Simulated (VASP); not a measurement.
# W (Im-3m) in VASP: a series of runs, part 2 of 2

VASP 6.6.1. Earlier steps stand in the parts before.

## (5) Single point, b88 exchange, pbe correlation (15.53 Å³/atom)

This run uses another cell than the first one, of 15.53 Å³/atom.

File INCAR:

```
SYSTEM = W
  ALGO = Normal
  EDIFF = 1E-6
  ENCUT = 500
  GGA = LIBXC
  GGA_COMPAT = .FALSE.
  ISIF = 2
  ISMEAR = 1
  LASPH = .TRUE.
  LCHARG = .FALSE.
  LIBXC1 = GGA_X_B88
  LIBXC2 = GGA_C_PBE
  LREAL = .FALSE.
  LWAVE = .FALSE.
  NBANDS = 13
  NELM = 120
  PREC = Accurate
  SIGMA = 0.01
```

File KPOINTS:

```
k-points
0
G
  12 12 12
  0 0 0
```

File POSCAR:

```
W
1.0
   -1.5717249149      1.5717249149      1.5717249149
    1.5717249149     -1.5717249149      1.5717249149
    1.5717249149      1.5717249149     -1.5717249149
W
1
Direct
    0.0000000000      0.0000000000      0.0000000000
```

Potentials or basis: VASP PAW PBE potentials, release 64 (W_sv).

On the command line:

```sh
cat potpaw_PBE.64/W_sv/POTCAR > POTCAR
mpirun -np 1 vasp_std > vasp.out
```

OUTCAR:

```text
SYSTEM = W
   EDIFF = 1E-6
   ENCUT = 500
   GGA = LIBXC
   ISIF = 2
   ISMEAR = 1
   LASPH = .TRUE.
   LREAL = .FALSE.
   NELM = 120
   PREC = Accurate

 ion  position               nearest neighbor table
   1  0.000  0.000  0.000-

  LATTYP: Found a body centered cubic cell.
 ALAT       =     3.1434498298

  Lattice vectors:

 A1 = (  -1.5717249149,   1.5717249149,   1.5717249149)
 A2 = (   1.5717249149,  -1.5717249149,   1.5717249149)
 A3 = (   1.5717249149,   1.5717249149,  -1.5717249149)

Analysis of symmetry for initial positions (statically):
=====================================================================
 Subroutine PRICEL returns:
 Original cell was already a primitive cell.

 Routine SETGRP: Setting up the symmetry group for a
 body centered cubic supercell.

 Subroutine GETGRP returns: Found 48 space group operations
 (whereof 48 operations were pure point group operations)
 out of a pool of 48 trial point group operations.

The static configuration has the point symmetry O_h .

Analysis of symmetry for dynamics (positions and initial velocities):
=====================================================================
 Subroutine PRICEL returns:
 Original cell was already a primitive cell.

 Routine SETGRP: Setting up the symmetry group for a
 body centered cubic supercell.

 Subroutine GETGRP returns: Found 48 space group operations
 (whereof 48 operations were pure point group operations)
 out of a pool of 48 trial point group operations.

The dynamic configuration has the point symmetry O_h .

 Subroutine INISYM returns: Found 48 space group operations
 (whereof 48 operations are pure point group operations),
 and found     1 'primitive' translations

----------------------------------------------------------------------------------------

                                     Primitive cell
[... 114 lines left out ...]
   GGA     = LIBXC    functional components
   LHFCALC =     F    Hartree Fock is set to
   AEXX    =    0.0000 exact exchange contribution
   IVDW    =     0    specifies the selected vdW correction
   LEPSILON=     F    determine dielectric tensor
   LRPA    =     F    only Hartree local field effects (RPA)
 non-spin polarized calculation
 Methfessel and Paxton  Order N= 1 SIGMA  =   0.01
  energy-cutoff  :      500.00
  volume of cell :       15.53
 maximum number of plane-waves:       420
   NGX =  9   NGY =  9   NGZ =  9

 number of electron      14.0000005 magnetization

 Free energy of the ion-electron system (eV)
  ---------------------------------------------------
  ext. energy  EPLUGINS =         0.00000000
  ---------------------------------------------------
  free energy    TOTEN  =       -12.77959482 eV

  energy without entropy =      -12.77954107  energy(sigma->0) =      -12.77957690

 E-fermi :  11.6406     XC(G=0): -13.7658

 val. band max:       11.6102232230   @ k =  -0.1667   0.1667   0.0833
 cond. band min:      11.6436098009   @ k =   0.4167   0.0833   0.0000
 fundamental gap:      0.0333865778
 Fermi energy:        11.6405520198

 k-point     1 :       0.0000    0.0000    0.0000
  band No.  band energies     occupation
      1     -62.4710      2.00000
      2     -25.9982      2.00000
      3     -25.9982      2.00000
      4     -25.9982      2.00000
      5       1.9735      2.00000
      6      10.4227      2.00000
      7      10.4227      2.00000
      8      10.4227      2.00000
      9      13.9990      0.00000
     10      13.9990      0.00000
     11      26.3063      0.00000
     12      26.3063      0.00000
     13      26.3063      0.00000
[... 354 lines left out ...]
  band No.  band energies     occupation
      1     -62.3215      2.00000
      2     -27.2845      2.00000
      3     -26.5086      2.00000
      4     -26.0994      2.00000
      5       5.9820      2.00000
      6       7.9915      2.00000
      7      11.5018      2.00000
      8      14.1536      0.00000
      9      14.9435      0.00000
     10      19.3294      0.00000
     11      21.9038      0.00000
     12      24.0415      0.00000
     13      28.0763      0.00000

 [... further k-points ...]

------------------------ aborting loop because EDIFF is reached ----------------------------------------

  FORCE on cell =-STRESS in cart. coord.  units (eV):
  Direction    XX          YY          ZZ          XY          YZ          ZX
  --------------------------------------------------------------------------------------
  -------------------------------------------------------------------------------------
  Total        1.2135341      1.2135341      1.2135341     -0.0000000     -0.0000000      0.0000000
  in kB      125.1909606    125.1909606    125.1909606     -0.0000000     -0.0000000      0.0000000
  external PRESSURE =     125.1909606 kB  Pullay stress =       0.0000000 kB

 VOLUME and BASIS-vectors are now :
 -----------------------------------------------------------------------------
  energy-cutoff  :      500.00
  volume of cell :       15.53
      direct lattice vectors                 reciprocal lattice vectors
    -1.571724915  1.571724915  1.571724915     0.000000000  0.318121826  0.318121826
     1.571724915 -1.571724915  1.571724915     0.318121826  0.000000000  0.318121826
     1.571724915  1.571724915 -1.571724915     0.318121826  0.318121826  0.000000000

 POSITION                                       TOTAL-FORCE (eV/Angst)
 -----------------------------------------------------------------------------------
      0.00000      0.00000      0.00000        -0.000000      0.000000     -0.000000
 -----------------------------------------------------------------------------------
    total drift:                                0.000000     -0.000000      0.000000

  FREE ENERGIE OF THE ION-ELECTRON SYSTEM (eV)
  ---------------------------------------------------
  free  energy   TOTEN  =       -12.7795948211 eV

  energy  without entropy=      -12.7795410677  energy(sigma->0) =      -12.77957690
```

OSZICAR:

```text
N       E                     dE             d eps       ncg     rms          rms(c)
DAV:   1     0.829550797564E+02    0.82955E+02   -0.72928E+03  1872   0.120E+03
DAV:   2    -0.118136010118E+02   -0.94769E+02   -0.91258E+02  2107   0.313E+02
DAV:   3    -0.133652408267E+02   -0.15516E+01   -0.15476E+01  2032   0.391E+01
DAV:   4    -0.133710999612E+02   -0.58591E-02   -0.58591E-02  2057   0.267E+00
DAV:   5    -0.133711482981E+02   -0.48337E-04   -0.48337E-04  2117   0.226E-01    0.215E+01
DAV:   6    -0.129096420742E+02    0.46151E+00   -0.36956E-01  1947   0.818E+00    0.886E+00
DAV:   7    -0.127830871269E+02    0.12655E+00   -0.20432E-01  2072   0.579E+00    0.608E-01
DAV:   8    -0.127798754002E+02    0.32117E-02   -0.51583E-03  1902   0.964E-01    0.211E-01
DAV:   9    -0.127796058723E+02    0.26953E-03   -0.20913E-04  2112   0.179E-01    0.361E-02
DAV:  10    -0.127795948036E+02    0.11069E-04   -0.27270E-05  2037   0.712E-02    0.173E-02
DAV:  11    -0.127795948211E+02   -0.17530E-07   -0.36701E-07  1321   0.696E-03
   1 F= -.12779595E+02 E0= -.12779577E+02  d E =-.537534E-04
```

stdout:

```text
POSCAR found type information on POSCAR W
 POSCAR found :  1 types and       1 ions
 scaLAPACK will be used
 -----------------------------------------------------------------------------
|                                                                             |
|                                                                             |
|     You enforced a specific xc type in the INCAR file but a different       |
|     I HOPE YOU KNOW WHAT YOU ARE DOING!                                     |
|                                                                             |
 -----------------------------------------------------------------------------

 LDA part: xc-table for (None,None), standard interpolation
 POSCAR, INCAR and KPOINTS ok, starting setup
 FFT: planning ... GRIDC
 FFT: planning ... GRID_SOFT
 FFT: planning ... GRID
 WAVECAR not read
 entering main loop
```

Run time: 10 s. Hardware: 1 thread of Intel Xeon Platinum 8488C (Sapphire Rapids), shared host; peak memory 0.13 GiB.

What came out:

- Free energy: -12.7796 eV
- Pressure: 12.5 GPa
- Band gap on the k mesh: zero (bands 7 and 8 overlap by 6.58 eV)

Levels at points of the mesh, in eV from the Fermi level:
```tsv
k point	band 4	band 5	band 6	band 7	band 8	band 9	band 10	band 11
(0.00, 0.00, 0.00)	-37.64	-9.67	-1.22	-1.22	-1.22	2.36	2.36	14.67
(0.50, 0.00, 0.00)	-37.65	-6.34	-3.61	0.85	2.26	3.26	6.38	11.46
(0.50, 0.50, 0.50)	-38.60	-5.93	-5.93	5.36	5.36	5.36	8.50	8.50
```

Caveat: the cell stands under pressure; the PAW data sets were made with another functional, which shifts forces and pressure a little; spin-orbit coupling is left out, which moves the levels of the heavy elements.

## (6) The runs side by side

```csv
level,potentials or basis,U,cell,smearing,gap on the mesh (eV),pressure (GPa)
LDA+U,"VASP PAW LDA potentials, release 64 (W_sv)",W d U = 4.0 eV,"a = 2.777 Å, angles 109.5°, 1 atom",fermi-dirac 0.05 eV,none,-7.4
"b88 exchange, pbe correlation","VASP PAW PBE potentials, release 64 (W_sv)",-,"a = 2.685 Å, angles 109.5°, 1 atom",methfessel-paxton 0.01 eV,none,28.4
"b88 exchange, pbe correlation","VASP PAW PBE potentials, release 64 (W_sv)",-,"a = 2.704 Å, angles 109.5°, 1 atom",methfessel-paxton 0.01 eV,none,20.1
"b88 exchange, pbe correlation","VASP PAW PBE potentials, release 64 (W_sv)",-,"a = 2.722 Å, angles 109.5°, 1 atom",methfessel-paxton 0.01 eV,none,12.5
```

Alike in all rows: task single point; no spin polarisation; k mesh 12 × 12 × 12; cutoff (eV) 500.

Caveats: spin-orbit coupling is left out, which moves the levels of the heavy elements; the cell stands under pressure (at least some runs); the PAW data sets were made with another functional, which shifts forces and pressure a little (at least some runs); the cell stands under tension (at least some runs); U without spin polarisation on a metal has little footing (at least some runs); the U is typed as a test and isn't derived for this compound (at least some runs).

Absolute energies hang on the potentials; compare differences alone.
